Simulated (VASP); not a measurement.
# Pd (P6_3/mmc) in VASP: a series of runs

Runs on Pd. Level: PBE. Tasks: relaxation of shape and atoms at fixed volume.

Program: VASP 6.6.1. These are calculated values, not measurements. Logs are shortened: lines on timing, memory, paths and dates and some standing lists are left out, and cuts for length are marked.

## 1. The cell of the first run

Symmetry: P6_3/mmc, No. 194, hexagonal system. Conventional cell: a = 2.234 Å, b = 2.234 Å, c = 3.712 Å, α = 90.00°, β = 90.00°, γ = 120.00°. Within 3.0 Å of Pd (site symmetry -6m2) lie 12 Pd at 2.23 to 2.26 Å.

## 2. Relaxation of shape and atoms at fixed volume, PBE

INCAR

```
SYSTEM = Pd
  PREC = Accurate
  ENCUT = 500
  EDIFF = 1E-7
  ISMEAR = -1
  SIGMA = 0.1
  LREAL = .FALSE.
  LASPH = .TRUE.
  NELM = 120
  ALGO = Normal
  ISIF = 4
  LWAVE = .FALSE.
  LCHARG = .FALSE.
  GGA = PE
  IBRION = 2
  NSW = 50
  EDIFFG = -0.005
  GGA_COMPAT = .FALSE.
  NELMIN = 4
```

KPOINTS

```
Automatic mesh
0
G
  17 17 9
  0 0 0
```

POSCAR

```
Pd
1.0
    2.2342778785      0.0000000000      0.0000000000
   -1.1171389392      1.9349414019      0.0000000000
    0.0000000000      0.0000000000      3.7116777237
Pd
2
Direct
    0.3333333333      0.6666666667      0.2500000000
    0.6666666667      0.3333333333      0.7500000000
```

Potentials or basis: VASP PAW PBE potentials, release 64 (Pd).

The run is started by

```bash
$ cat potpaw_PBE.64/Pd/POTCAR > POTCAR
$ mpirun -np 1 vasp_std > vasp.out
```

OUTCAR:

```text
SYSTEM = Pd
   PREC = Accurate
   ENCUT = 500
   EDIFF = 1E-7
   ISMEAR = -1
   LREAL = .FALSE.
   LASPH = .TRUE.
   NELM = 120
   ISIF = 4
   GGA = PE
   IBRION = 2
   NSW = 50
   EDIFFG = -0.005
   NELMIN = 4

 ion  position               nearest neighbor table
   1  0.333  0.667  0.250-   2 2.26   2 2.26   2 2.26   2 2.26   2 2.26   2 2.26   2 3.18   2 3.18
                             2 3.18   2 3.18   2 3.18   2 3.18
   2  0.667  0.333  0.750-   1 2.26   1 2.26   1 2.26   1 2.26   1 2.26   1 2.26   1 3.18   1 3.18
                             1 3.18   1 3.18   1 3.18   1 3.18

  LATTYP: Found a hexagonal cell.
 ALAT       =     2.2342778785
 C/A-ratio  =     1.6612426589

  Lattice vectors:

 A1 = (   2.2342778785,   0.0000000000,   0.0000000000)
 A2 = (  -1.1171389392,   1.9349414019,   0.0000000000)
 A3 = (   0.0000000000,   0.0000000000,   3.7116777237)

Analysis of symmetry for initial positions (statically):
=====================================================================
 Subroutine PRICEL returns:
 Original cell was already a primitive cell.

 Routine SETGRP: Setting up the symmetry group for a
 hexagonal supercell.

 Subroutine GETGRP returns: Found 24 space group operations
 (whereof 12 operations were pure point group operations)
 out of a pool of 24 trial point group operations.

The static configuration has the point symmetry D_3d.
 The point group associated with its full space group is D_6h.

Analysis of symmetry for dynamics (positions and initial velocities):
=====================================================================
 Subroutine PRICEL returns:
 Original cell was already a primitive cell.

 Routine SETGRP: Setting up the symmetry group for a
 hexagonal supercell.

 Subroutine GETGRP returns: Found 24 space group operations
 (whereof 12 operations were pure point group operations)
 out of a pool of 24 trial point group operations.

The dynamic configuration has the point symmetry D_3d.
 The point group associated with its full space group is D_6h.

 Subroutine INISYM returns: Found 24 space group operations
 (whereof 12 operations are pure point group operations),
 and found     1 'primitive' translations

----------------------------------------------------------------------------------------

                                     Primitive cell

  volume of cell :      16.0463

  direct lattice vectors                    reciprocal lattice vectors
     2.234277878  0.000000000  0.000000000     0.447571902  0.258405758  0.000000000
    -1.117138939  1.934941402  0.000000000     0.000000000  0.516811516  0.000000000
     0.000000000  0.000000000  3.711677724     0.000000000  0.000000000  0.269419943

  length of vectors
     2.234277878  2.234277878  3.711677724     0.516811516  0.516811516  0.269419943

  position of ions in fractional coordinates (direct lattice)
     0.333333333  0.666666667  0.250000000
     0.666666667  0.333333333  0.750000000

  ion indices of the primitive-cell ions
   primitive index   ion index
                 1           1
                 2           2

----------------------------------------------------------------------------------------

 KPOINTS: Automatic mesh

Automatic generation of k-mesh.
 Grid dimensions read from file:
 generate k-points for:   17   17    9

 Generating k-lattice:

  Cartesian coordinates                     Fractional coordinates (reciprocal lattice)
     0.026327759  0.015200339  0.000000000     0.058823529 -0.000000000  0.000000000
     0.000000000  0.030400677  0.000000000     0.000000000  0.058823529  0.000000000
     0.000000000  0.000000000  0.029935549     0.000000000  0.000000000  0.111111111

  Length of vectors
     0.030400677  0.030400677  0.029935549

  Shift w.r.t. Gamma in fractional coordinates (k-lattice)
     0.000000000  0.000000000  0.000000000

 Subroutine IBZKPT returns following result:
 ===========================================

 Found    165 irreducible k-points:

 Following reciprocal coordinates:
            Coordinates               Weight
  0.000000  0.000000  0.000000      1.000000
  0.058824 -0.000000  0.000000      6.000000
  0.117647 -0.000000  0.000000      6.000000
  0.176471  0.000000  0.000000      6.000000
  0.235294 -0.000000  0.000000      6.000000
  0.294118  0.000000  0.000000      6.000000
[... 16 lines left out ...]
  0.411765  0.117647  0.000000     12.000000
  0.176471  0.176471  0.000000      6.000000
 [... further k-points ...]
   k-points           NKPTS =    165   k-points in BZ     NKDIM =    165   number of bands    NBANDS=     14
   number of dos      NEDOS =    301   number of ions     NIONS =      2
   total plane-waves  NPLWV =   7168
   dimension x,y,z NGX =    16 NGY =   16 NGZ =   28
   dimension x,y,z NGXF=    32 NGYF=   32 NGZF=   56
   ions per type =               2
   NGX,Y,Z   is equivalent  to a cutoff of  11.91, 11.91, 12.54 a.u.
   NGXF,Y,Z  is equivalent  to a cutoff of  23.81, 23.81, 25.08 a.u.
 SYSTEM =  Pd
   PREC   = accura    normal or accurate (medium, high low for compatibility)
   ISTART =      0    job   : 0-new  1-cont  2-samecut
   ICHARG =      2    charge: 1-file 2-atom 10-const
   ISPIN  =      1    spin polarized calculation?
   LNONCOLLINEAR =      F non collinear calculations
   LSORBIT =      F    spin-orbit coupling
   LASPH  =      T    aspherical Exc in radial PAW
   ENCUT  =  500.0 eV  36.75 Ry    6.06 a.u.   4.07  4.07  6.77*2*pi/ulx,y,z
   NELM   =    120;   NELMIN=  4; NELMDL= -5     # of ELM steps
   EDIFF  = 0.1E-06   stopping-criterion for ELM
   LREAL  =      F    real-space projection
   EDIFFG = -.5E-02   stopping-criterion for IOM
   NSW    =     50    number of steps for IOM
   IBRION =      2    ionic relax: 0-MD 1-quasi-New 2-CG
   NFREE  =      1    steps in history (QN), initial steepest desc. (CG)
   ISIF   =      4    stress and relaxation
   ISYM   =      2    0-nonsym 1-usesym 2-fastsym
   POTIM  = 0.5000    time-step for ionic-motion
   TEBEG  =    0.0;   TEEND  =   0.0 temperature during run
   PSTRESS=    0.0 pullay stress
   NELECT =      20.0000    total number of electrons
   NUPDOWN=      -1.0000    fix difference up-down
   EMIN   =  10.00;   EMAX   =-10.00  energy-range for DOS
   EFERMI =   0.00;   METHOD = LEGACY
   ISMEAR =    -1;   SIGMA  =   0.10  broadening in eV -4-tet -1-fermi 0-gaus
   EFERMI_NEDOS =   21; number of points for ismear=-14 and -15
   IALGO  =     38    algorithm
   IMIX   =      4    mixing-type and parameters
     AMIX     =   0.40;   BMIX     =  1.00
     AMIX_MAG =   1.60;   BMIX_MAG =  1.00
  volume/ion in A,a.u.               =       8.02        54.14
  Fermi-wavevector in a.u.,A,eV,Ry     =   1.761813  3.329343 42.232267  3.103984
  Thomas-Fermi vector in A             =   2.830308
   LORBIT       =      0    0 simple, 1 ext, 2 COOP (PROOUT), +10 PAW based schemes
   GGA     = PE    functional components
   LHFCALC =     F    Hartree Fock is set to
   AEXX    =    0.0000 exact exchange contribution
   IVDW    =     0    specifies the selected vdW correction
   LEPSILON=     F    determine dielectric tensor
   LRPA    =     F    only Hartree local field effects (RPA)
 conjugate gradient relaxation of ions
 non-spin polarized calculation
  energy-cutoff  :      500.00
  volume of cell :       16.05
 maximum number of plane-waves:       418
   NGX =  9   NGY =  9   NGZ = 13

--------------------------------------- Ionic step        1  -------------------------------------------

 number of electron      19.9999998 magnetization

 Free energy of the ion-electron system (eV)
  ---------------------------------------------------
  ext. energy  EPLUGINS =         0.00000000
  ---------------------------------------------------
  free energy    TOTEN  =         3.85312675 eV

  energy without entropy =        3.91424581  energy(sigma->0) =        3.88368628

------------------------ aborting loop because EDIFF is reached ----------------------------------------

  FORCE on cell =-STRESS in cart. coord.  units (eV):
  Direction    XX          YY          ZZ          XY          YZ          ZX
  --------------------------------------------------------------------------------------
  -------------------------------------------------------------------------------------
  Total       59.5523286     59.5523286     59.4782507      0.0000000     -0.0000000      0.0000000
  in kB     5946.1254385   5946.1254386   5938.7289812      0.0000002     -0.0000000      0.0000000
  external PRESSURE =    5943.6599528 kB  Pullay stress =       0.0000000 kB

 VOLUME and BASIS-vectors are now :
 -----------------------------------------------------------------------------
  energy-cutoff  :      500.00
  volume of cell :       16.05
      direct lattice vectors                 reciprocal lattice vectors
     2.234277878  0.000000000  0.000000000     0.447571902  0.258405758  0.000000000
    -1.117138939  1.934941402  0.000000000     0.000000000  0.516811516  0.000000000
     0.000000000  0.000000000  3.711677724     0.000000000  0.000000000  0.269419943
[... 73 lines left out ...]
 POSITION                                       TOTAL-FORCE (eV/Angst)
 -----------------------------------------------------------------------------------
     -0.00000      1.29008      0.92775        -0.000000     -0.000000      0.000000
      1.11724      0.64504      2.78325         0.000000      0.000000     -0.000000
 -----------------------------------------------------------------------------------
    total drift:                               -0.000000      0.000000     -0.000000

  FREE ENERGIE OF THE ION-ELECTRON SYSTEM (eV)
  ---------------------------------------------------
  free  energy   TOTEN  =         3.8531172292 eV

  energy  without entropy=        3.9143001515  energy(sigma->0) =        3.88370869

--------------------------------------- Ionic step        4  -------------------------------------------

 number of electron      19.9999998 magnetization

 Free energy of the ion-electron system (eV)
  ---------------------------------------------------
  ext. energy  EPLUGINS =         0.00000000
  ---------------------------------------------------
  free energy    TOTEN  =         3.85311512 eV

  energy without entropy =        3.91434598  energy(sigma->0) =        3.88373055

 E-fermi :  24.5543     XC(G=0): -17.3281

 val. band max:       24.5309440223   @ k =   0.4118   0.1176   0.0000
 cond. band min:      24.5591531763   @ k =   0.4118   0.0588   0.0000
 fundamental gap:      0.0282091540
 Fermi energy:        24.5543484982

 k-point     1 :       0.0000    0.0000    0.0000
  band No.  band energies     occupation
      1      11.8056      2.00000
      2      12.1332      2.00000
      3      16.7654      2.00000
      4      17.2047      2.00000
      5      17.2048      2.00000
      6      18.2266      2.00000
      7      18.2266      2.00000
      8      19.9275      2.00000
      9      19.9275      2.00000
     10      23.7382      1.99943
     11      23.7382      1.99943
     12      24.3360      1.79751
     13      38.3851      0.00000
     14      39.6970      0.00000

 k-point     2 :       0.0588   -0.0000    0.0000
  band No.  band energies     occupation
      1      12.0150      2.00000
      2      12.3079      2.00000
      3      16.5237      2.00000
      4      17.3898      2.00000
      5      17.3907      2.00000
      6      18.1131      2.00000
      7      18.4041      2.00000
      8      19.6536      2.00000
      9      19.7781      2.00000
     10      22.0998      2.00000
[... 362 lines left out ...]
 k-point    24 :       0.1765    0.1765    0.0000
  band No.  band energies     occupation
      1      14.2531      2.00000
      2      14.2699      2.00000
      3      14.5503      2.00000
      4      15.5559      2.00000
      5      16.8729      2.00000
      6      17.6376      2.00000
      7      19.4536      2.00000
      8      19.6271      2.00000
      9      22.2639      2.00000
     10      24.1285      1.97210
     11      24.1578      1.96280
     12      36.0075      0.00000
     13      37.6023      0.00000
     14      42.6708      0.00000

 [... further k-points ...]
[... 5 lines left out ...]
  --------------------------------------------------------------------------------------
  -------------------------------------------------------------------------------------
  Total       59.5276929     59.5276929     59.5272298      0.0000000      0.0000000     -0.0000000
  in kB     5943.6656343   5943.6656343   5943.6193984      0.0000003      0.0000000     -0.0000000
  external PRESSURE =    5943.6502223 kB  Pullay stress =       0.0000000 kB

 VOLUME and BASIS-vectors are now :
 -----------------------------------------------------------------------------
  energy-cutoff  :      500.00
  volume of cell :       16.05
      direct lattice vectors                 reciprocal lattice vectors
     2.234633034  0.000000000  0.000000000     0.447500768  0.258364689  0.000000000
    -1.117316517  1.935248976  0.000000000    -0.000000000  0.516729378  0.000000000
     0.000000000 -0.000000000  3.710498005     0.000000000 -0.000000000  0.269505602

 POSITION                                       TOTAL-FORCE (eV/Angst)
 -----------------------------------------------------------------------------------
     -0.00000      1.29017      0.92762        -0.000000      0.000000      0.000000
      1.11732      0.64508      2.78287         0.000000     -0.000000      0.000000
 -----------------------------------------------------------------------------------
    total drift:                               -0.000000      0.000000     -0.000000

  FREE ENERGIE OF THE ION-ELECTRON SYSTEM (eV)
  ---------------------------------------------------
  free  energy   TOTEN  =         3.8531151232 eV

  energy  without entropy=        3.9143459817  energy(sigma->0) =        3.88373055

 reached required accuracy - stopping structural energy minimisation
```

It took 2.4 min on 1 thread of AMD EPYC 7R13, shared host; peak memory 0.12 GiB.

What came out:

| Property | Result |
| --- | --- |
| Free energy | 3.8531 eV |
| Energy gained by relaxing | 0.0 meV/atom |
| Ionic steps | 4 |
| Pressure after relaxing | 594.4 GPa |
| Band gap on the k mesh | zero (band 10 reaches 25.20 eV, above the bottom of band 11 at 22.90 eV) |

Final structure:
```xyz
2
Lattice="2.2346 0.0000 0.0000 -1.1173 1.9352 0.0000 0.0000 0.0000 3.7105" Properties=species:S:1:pos:R:3 pbc="T T T"
Pd    0.0000    1.2902    0.9276
Pd    1.1173    0.6451    2.7829
```

## 3. Relaxation of shape and atoms at fixed volume, PBE

This run uses another cell than the first one, of 9.26 Å³/atom, 1.154 times its volume.

INCAR

```
ALGO = Normal
EDIFF = 1E-7
EDIFFG = -0.005
ENCUT = 500
GGA = PE
GGA_COMPAT = F
IBRION = 2
ISIF = 4
ISMEAR = -1
LASPH = T
LCHARG = F
LREAL = F
LWAVE = F
NELM = 120
NELMIN = 4
NSW = 50
PREC = Accurate
SIGMA = 0.1
```

KPOINTS

```
k-points
0
Gamma
  17 17 9
```

POSCAR

```
Pd
1.0
    2.3434363088      0.0000000000      0.0000000000
   -1.1717181544      2.0294753756      0.0000000000
    0.0000000000      0.0000000000      3.8930163647
Pd
2
Direct
    0.3333333333      0.6666666667      0.2500000000
    0.6666666667      0.3333333333      0.7500000000
```

Potentials or basis: VASP PAW PBE potentials, release 64 (Pd).

The run is started by

```bash
$ cat potpaw_PBE.64/Pd/POTCAR > POTCAR
$ mpirun -np 1 vasp_std > vasp.out
```

It took 3 min on 1 thread of AMD EPYC 7R13, shared host; peak memory 0.12 GiB.

It converged, with:

```
Free energy               : -3.0217 eV
Energy gained by relaxing : 0.0 meV/atom
Ionic steps               : 3
Pressure after relaxing   : 325.4 GPa
Band gap on the k mesh    : zero (band 10 reaches 20.67 eV, above the bottom of band 11 at 18.86 eV)
```

Final structure:
```yaml
crystal:
  lattice:
    - [2.34384, 0.00000, 0.00000]
    - [-1.17192, 2.02982, 0.00000]
    - [0.00000, 0.00000, 3.89168]
  atoms:
    - { symbol: Pd, position: [0.33333, 0.66667, 0.25000] }
    - { symbol: Pd, position: [0.66667, 0.33333, 0.75000] }
```

Levels at points of the mesh, in eV from the Fermi level:
```
           k point  band 8  band 9  band 10  band 11  band 12  band 13
(0.00, 0.00, 0.00)   -3.66   -3.66    -0.60    -0.60    -0.14    11.88
```

## 4. Relaxation of shape and atoms at fixed volume, PBE

This run uses another cell than the first one, of 10.49 Å³/atom, 1.308 times its volume.

INCAR

```
SYSTEM = Pd
  PREC = Accurate
  ENCUT = 500
  EDIFF = 1E-7
  ISMEAR = -1
  SIGMA = 0.1
  LREAL = .FALSE.
  LASPH = .TRUE.
  NELM = 120
  ALGO = Normal
  ISIF = 4
  LWAVE = .FALSE.
  LCHARG = .FALSE.
  GGA = PE
  IBRION = 2
  NSW = 50
  EDIFFG = -0.005
  GGA_COMPAT = .FALSE.
  NELMIN = 4
```

KPOINTS

```
Automatic mesh
0
G
  17 17 9
  0 0 0
```

POSCAR

```
Pd
1.0
    2.4432751354      0.0000000000      0.0000000000
   -1.2216375677      2.1159383356      0.0000000000
    0.0000000000      0.0000000000      4.0588728824
Pd
2
Direct
    0.3333333333      0.6666666667      0.2500000000
    0.6666666667      0.3333333333      0.7500000000
```

The run is started by

```bash
$ cat potpaw_PBE.64/Pd/POTCAR > POTCAR
$ mpirun -np 1 vasp_std > vasp.out
```

Run time: 2.8 min. Hardware: 1 thread of AMD EPYC 7R13, shared host; peak memory 0.13 GiB.

The run converged. Its results:

- Free energy: -6.7886 eV
- Energy gained by relaxing: 0.0 meV/atom
- Ionic steps: 3
- Pressure after relaxing: 177.8 GPa
- Band gap on the k mesh: zero (band 10 reaches 17.23 eV, above the bottom of band 11 at 15.77 eV)

Final structure:
```yaml
crystal:
  lattice:
    - [2.44363, 0.00000, 0.00000]
    - [-1.22182, 2.11625, 0.00000]
    - [0.00000, 0.00000, 4.05769]
  atoms:
    - { symbol: Pd, position: [0.33333, 0.66667, 0.25000] }
    - { symbol: Pd, position: [0.66667, 0.33333, 0.75000] }
```

Levels at points of the mesh, in eV from the Fermi level:
```tsv
k point	band 6	band 7	band 8	band 9	band 10	band 11	band 12	band 13	band 14
(0.00, 0.00, 0.00)	-4.14	-4.14	-2.99	-2.99	-0.47	-0.47	0.07	10.32	16.78
```

## 5. Overview

| cell | gap on the mesh (eV) | pressure (GPa) |
| --- | --- | --- |
| relaxed from a = 2.234, b = 2.234, c = 3.712 Å, angles 90.0, 90.0, 120.0°, 2 atoms | none | 594.4 |
| relaxed from a = 2.343, b = 2.343, c = 3.893 Å, angles 90.0, 90.0, 120.0°, 2 atoms | none | 325.4 |
| relaxed from a = 2.443, b = 2.443, c = 4.059 Å, angles 90.0, 90.0, 120.0°, 2 atoms | none | 177.8 |

Alike in all rows: task relaxation of shape and atoms at fixed volume; level PBE; potentials or basis VASP PAW PBE potentials, release 64 (Pd); no spin polarisation; k mesh 17 × 17 × 9; cutoff (eV) 500; smearing fermi-dirac 0.1 eV.

Absolute energies hang on the potentials; compare differences alone.
